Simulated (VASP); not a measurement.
# AlCu3 (Pm-3m) in VASP: further runs

Runs on AlCu3. Level: PBEsol. Tasks: single point.

All numbers are computed with VASP 6.6.1; they aren't measurements. Logs are shortened: lines on timing, memory, paths and dates and some standing lists are left out, and cuts for length are marked.

### Step 1. The cell of the first run

Symmetry: Pm-3m, No. 221, cubic system. Conventional cell: a = 3.563 Å, b = 3.563 Å, c = 3.563 Å, α = 90.00°, β = 90.00°, γ = 90.00°. Within 3.3 Å of Al (site symmetry m-3m) lie 12 Cu at 2.52 Å. Cu (site symmetry 4/mmm) has 4 Al at 2.52 Å and 8 Cu at 2.52 Å within 3.3 Å.

### Step 2. Single point, PBEsol

INCAR reads:

```
SYSTEM = AlCu3
  PREC = Accurate
  ENCUT = 520
  EDIFF = 1E-6
  ISMEAR = -1
  SIGMA = 0.05
  LREAL = .FALSE.
  LASPH = .TRUE.
  NELM = 80
  ALGO = Normal
  ISIF = 2
  LWAVE = .FALSE.
  LCHARG = .FALSE.
  GGA = PS
  NBANDS = 26
```

KPOINTS reads:

```
Automatic mesh
0
G
  6 6 6
  0 0 0
```

POSCAR reads:

```
AlCu3
1.0
    3.5631239814      0.0000000000      0.0000000000
    0.0000000000      3.5631239814      0.0000000000
    0.0000000000      0.0000000000      3.5631239814
Al Cu
1 3
Direct
    0.0000000000      0.0000000000      0.0000000000
    0.5000000000      0.5000000000      0.0000000000
    0.5000000000      0.0000000000      0.5000000000
    0.0000000000      0.5000000000      0.5000000000
```

Potentials or basis: VASP PAW PBE potentials, release 64 (Al, Cu).

The run is started by

```console
cat potpaw_PBE.64/Al/POTCAR potpaw_PBE.64/Cu/POTCAR > POTCAR
mpirun -np 1 vasp_std > vasp.out
```

OUTCAR:

```text
SYSTEM = AlCu3
   PREC = Accurate
   ENCUT = 520
   EDIFF = 1E-6
   ISMEAR = -1
   LREAL = .FALSE.
   LASPH = .TRUE.
   NELM = 80
   ISIF = 2
   GGA = PS

 ion  position               nearest neighbor table
   1  0.000  0.000  0.000-   2 2.52   3 2.52   4 2.52   3 2.52   4 2.52   2 2.52   4 2.52   4 2.52
                             2 2.52   3 2.52   3 2.52   2 2.52
   2  0.500  0.500  0.000-   1 2.52   3 2.52   4 2.52   3 2.52   4 2.52   1 2.52   3 2.52   3 2.52
                             1 2.52   4 2.52   4 2.52   1 2.52
   3  0.500  0.000  0.500-   1 2.52   2 2.52   4 2.52   1 2.52   2 2.52   2 2.52   4 2.52   2 2.52
                             1 2.52   4 2.52   1 2.52   4 2.52
   4  0.000  0.500  0.500-   1 2.52   2 2.52   3 2.52   1 2.52   2 2.52   1 2.52   3 2.52   1 2.52
                             2 2.52   3 2.52   2 2.52   3 2.52

  LATTYP: Found a simple cubic cell.
 ALAT       =     3.5631239814

  Lattice vectors:

 A1 = (   3.5631239814,   0.0000000000,   0.0000000000)
 A2 = (   0.0000000000,   3.5631239814,   0.0000000000)
 A3 = (   0.0000000000,   0.0000000000,   3.5631239814)

Analysis of symmetry for initial positions (statically):
=====================================================================
 Subroutine PRICEL returns:
 Original cell was already a primitive cell.

 Routine SETGRP: Setting up the symmetry group for a
 simple cubic supercell.

 Subroutine GETGRP returns: Found 48 space group operations
 (whereof 48 operations were pure point group operations)
 out of a pool of 48 trial point group operations.

The static configuration has the point symmetry O_h .

Analysis of symmetry for dynamics (positions and initial velocities):
=====================================================================
 Subroutine PRICEL returns:
 Original cell was already a primitive cell.

 Routine SETGRP: Setting up the symmetry group for a
 simple cubic supercell.

 Subroutine GETGRP returns: Found 48 space group operations
 (whereof 48 operations were pure point group operations)
 out of a pool of 48 trial point group operations.

The dynamic configuration has the point symmetry O_h .

 Subroutine INISYM returns: Found 48 space group operations
 (whereof 48 operations are pure point group operations),
 and found     1 'primitive' translations

----------------------------------------------------------------------------------------
[... 90 lines left out ...]
   ENCUT  =  520.0 eV  38.22 Ry    6.18 a.u.   6.63  6.63  6.63*2*pi/ulx,y,z
   NELM   =     80;   NELMIN=  2; NELMDL= -5     # of ELM steps
   EDIFF  = 0.1E-05   stopping-criterion for ELM
   LREAL  =      F    real-space projection
   EDIFFG = 0.1E-04   stopping-criterion for IOM
   NSW    =      0    number of steps for IOM
   IBRION =     -1    ionic relax: 0-MD 1-quasi-New 2-CG
   NFREE  =      0    steps in history (QN), initial steepest desc. (CG)
   ISIF   =      2    stress and relaxation
   ISYM   =      2    0-nonsym 1-usesym 2-fastsym
   POTIM  = 0.5000    time-step for ionic-motion
   TEBEG  =    0.0;   TEEND  =   0.0 temperature during run
   PSTRESS=    0.0 pullay stress
   NELECT =      36.0000    total number of electrons
   NUPDOWN=      -1.0000    fix difference up-down
   EMIN   =  10.00;   EMAX   =-10.00  energy-range for DOS
   EFERMI =   0.00;   METHOD = LEGACY
   ISMEAR =    -1;   SIGMA  =   0.05  broadening in eV -4-tet -1-fermi 0-gaus
   EFERMI_NEDOS =   21; number of points for ismear=-14 and -15
   IALGO  =     38    algorithm
   IMIX   =      4    mixing-type and parameters
     AMIX     =   0.40;   BMIX     =  1.00
     AMIX_MAG =   1.60;   BMIX_MAG =  1.00
  volume/ion in A,a.u.               =      11.31        76.32
  Fermi-wavevector in a.u.,A,eV,Ry     =   1.517090  2.866885 31.314660  2.301563
  Thomas-Fermi vector in A             =   2.626392
   LORBIT       =      0    0 simple, 1 ext, 2 COOP (PROOUT), +10 PAW based schemes
   GGA     = PS    functional components
   LHFCALC =     F    Hartree Fock is set to
   AEXX    =    0.0000 exact exchange contribution
   IVDW    =     0    specifies the selected vdW correction
   LEPSILON=     F    determine dielectric tensor
   LRPA    =     F    only Hartree local field effects (RPA)
 non-spin polarized calculation
  energy-cutoff  :      520.00
  volume of cell :       45.24
 maximum number of plane-waves:      1233
 NGX is ok and might be reduce to    28
   NGX = 13   NGY = 13   NGZ = 13

 number of electron      35.9999930 magnetization

 Free energy of the ion-electron system (eV)
  ---------------------------------------------------
  ext. energy  EPLUGINS =         0.00000000
  ---------------------------------------------------
  free energy    TOTEN  =       -17.72037676 eV

  energy without entropy =      -17.71361390  energy(sigma->0) =      -17.71699533

 E-fermi :   9.5484     XC(G=0): -12.8107

 val. band max:        9.0323637589   @ k =   0.5000   0.3333   0.1667
 cond. band min:       9.6058365820   @ k =   0.3333   0.1667   0.0000
 fundamental gap:      0.5734728232
 Fermi energy:         9.5484361823

 k-point     1 :       0.0000    0.0000    0.0000
  band No.  band energies     occupation
      1      -1.8030      2.00000
      2       3.5854      2.00000
      3       4.1913      2.00000
      4       4.1913      2.00000
      5       4.4903      2.00000
      6       4.4903      2.00000
[... 569 lines left out ...]
     25      26.5653      0.00000
     26      28.1378      0.00000

------------------------ aborting loop because EDIFF is reached ----------------------------------------

  FORCE on cell =-STRESS in cart. coord.  units (eV):
  Direction    XX          YY          ZZ          XY          YZ          ZX
  --------------------------------------------------------------------------------------
  -------------------------------------------------------------------------------------
  Total        2.9798414      2.9798414      2.9798414      0.0000000      0.0000000     -0.0000000
  in kB      105.5385029    105.5385029    105.5385029      0.0000000      0.0000000     -0.0000000
  external PRESSURE =     105.5385029 kB  Pullay stress =       0.0000000 kB

 VOLUME and BASIS-vectors are now :
 -----------------------------------------------------------------------------
  energy-cutoff  :      520.00
  volume of cell :       45.24
      direct lattice vectors                 reciprocal lattice vectors
     3.563123981  0.000000000  0.000000000     0.280652597  0.000000000  0.000000000
     0.000000000  3.563123981  0.000000000     0.000000000  0.280652597  0.000000000
     0.000000000  0.000000000  3.563123981     0.000000000  0.000000000  0.280652597

 POSITION                                       TOTAL-FORCE (eV/Angst)
 -----------------------------------------------------------------------------------
      0.00000      0.00000      0.00000         0.000000      0.000000      0.000000
      1.78156      1.78156      0.00000         0.000000      0.000000      0.000000
      1.78156      0.00000      1.78156         0.000000      0.000000      0.000000
      0.00000      1.78156      1.78156         0.000000      0.000000      0.000000
 -----------------------------------------------------------------------------------
    total drift:                                0.000000      0.000000      0.000000

  FREE ENERGIE OF THE ION-ELECTRON SYSTEM (eV)
  ---------------------------------------------------
  free  energy   TOTEN  =       -17.7203767563 eV

  energy  without entropy=      -17.7136138958  energy(sigma->0) =      -17.71699533
```

OSZICAR:

```text
N       E                     dE             d eps       ncg     rms          rms(c)
DAV:   1     0.245178976885E+03    0.24518E+03   -0.15558E+04  1096   0.222E+03
DAV:   2    -0.416130719025E+01   -0.24934E+03   -0.23807E+03  1040   0.354E+02
DAV:   3    -0.223148136814E+02   -0.18154E+02   -0.17403E+02  1178   0.134E+02
DAV:   4    -0.227083357548E+02   -0.39352E+00   -0.39262E+00  1578   0.227E+01
DAV:   5    -0.227136894655E+02   -0.53537E-02   -0.53532E-02  1608   0.219E+00    0.185E+01
DAV:   6    -0.210314551388E+02    0.16822E+01   -0.46168E+01  1218   0.171E+02    0.115E+01
DAV:   7    -0.177742062271E+02    0.32572E+01   -0.11258E+01  1264   0.786E+01    0.898E-01
DAV:   8    -0.177522222712E+02    0.21984E-01   -0.43188E-01  1502   0.994E+00    0.130E+00
DAV:   9    -0.177202430857E+02    0.31979E-01   -0.54268E-02  1322   0.542E+00    0.507E-02
DAV:  10    -0.177204252509E+02   -0.18217E-03   -0.27057E-03  1382   0.743E-01    0.562E-02
DAV:  11    -0.177203769887E+02    0.48262E-04   -0.32162E-04  1420   0.377E-01    0.173E-02
DAV:  12    -0.177203793887E+02   -0.24000E-05   -0.34253E-05  1514   0.109E-01    0.820E-03
DAV:  13    -0.177203769184E+02    0.24703E-05   -0.26317E-06  1024   0.362E-02    0.124E-03
DAV:  14    -0.177203767563E+02    0.16207E-06   -0.65623E-07   692   0.802E-03
   1 F= -.17720377E+02 E0= -.17716995E+02  d E =-.676286E-02
```

Wall time 10 s (1 thread of Intel Xeon 6975P-C (Granite Rapids), shared host); peak memory 0.16 GiB.

What came out:

| Property | Result |
| --- | --- |
| Free energy | -17.7204 eV |
| Pressure | 10.6 GPa |
| Band gap on the k mesh | zero (band 18 reaches 13.37 eV, above the bottom of band 19 at 7.58 eV) |

Levels at points of the mesh, in eV from the Fermi level:
```csv
k point,band 16,band 17,band 18,band 19,band 20,band 21
"(0.00, 0.00, 0.00)",-2.30,-0.54,-0.54,-0.54,4.45,4.45
"(0.50, 0.00, 0.00)",-2.76,-2.30,3.82,3.82,3.83,3.83
"(0.50, 0.50, 0.00)",-3.06,-2.64,-1.38,-1.38,6.45,6.45
"(0.50, 0.50, 0.50)",-2.49,-2.49,-2.49,-1.81,1.46,1.78
```

Caveat: the PAW data sets were made with another functional, which shifts forces and pressure a little.

### Step 3. Single point, PBEsol

This run uses another cell than the first one, of 11.55 Å³/atom, 1.021 times its volume.

INCAR reads:

```
ALGO = Normal
EDIFF = 1E-6
ENCUT = 520
GGA = PS
ISIF = 2
ISMEAR = -1
LASPH = T
LCHARG = F
LREAL = F
LWAVE = F
NBANDS = 26
NELM = 60
PREC = Accurate
SIGMA = 0.05
```

KPOINTS reads:

```
k-points
0
Gamma
  6 6 6
```

POSCAR reads:

```
AlCu3
1.0
    3.5882172305      0.0000000000      0.0000000000
    0.0000000000      3.5882172305      0.0000000000
    0.0000000000      0.0000000000      3.5882172305
Al Cu
1 3
Direct
    0.0000000000      0.0000000000      0.0000000000
    0.5000000000      0.5000000000      0.0000000000
    0.5000000000      0.0000000000      0.5000000000
    0.0000000000      0.5000000000      0.5000000000
```

Potentials or basis: VASP PAW PBE potentials, release 64 (Al, Cu).

The run is started by

```console
cat potpaw_PBE.64/Al/POTCAR potpaw_PBE.64/Cu/POTCAR > POTCAR
mpirun -np 1 vasp_std > vasp.out
```

Run time: 11 s. Hardware: 1 thread of Intel Xeon 6975P-C (Granite Rapids), shared host; peak memory 0.16 GiB.

It converged, with:

* Free energy: -17.7719 eV
* Pressure: 6.5 GPa
* Band gap on the k mesh: zero (band 18 reaches 13.02 eV, above the bottom of band 19 at 7.32 eV)

Levels at points of the mesh, in eV from the Fermi level:
| k point | band 14 | band 15 | band 16 | band 17 | band 18 | band 19 | band 20 | band 21 | band 22 | band 23 |
| --- | --- | --- | --- | --- | --- | --- | --- | --- | --- | --- |
| (0.00, 0.00, 0.00) | -2.26 | -2.26 | -2.26 | -0.50 | -0.50 | -0.50 | 4.38 | 4.38 | 5.25 | 10.65 |
| (0.50, 0.00, 0.00) | -3.22 | -3.14 | -2.71 | -2.26 | 3.77 | 3.77 | 3.80 | 3.80 | 4.68 | 6.07 |
| (0.50, 0.50, 0.00) | -3.15 | -3.14 | -3.00 | -2.59 | -1.37 | -1.37 | 6.40 | 6.40 | 6.43 | 7.05 |
| (0.50, 0.50, 0.50) | -3.22 | -3.22 | -2.44 | -2.44 | -2.44 | -1.73 | 1.36 | 1.72 | 1.72 | 1.72 |

Caveat: the PAW data sets were made with another functional, which shifts forces and pressure a little.
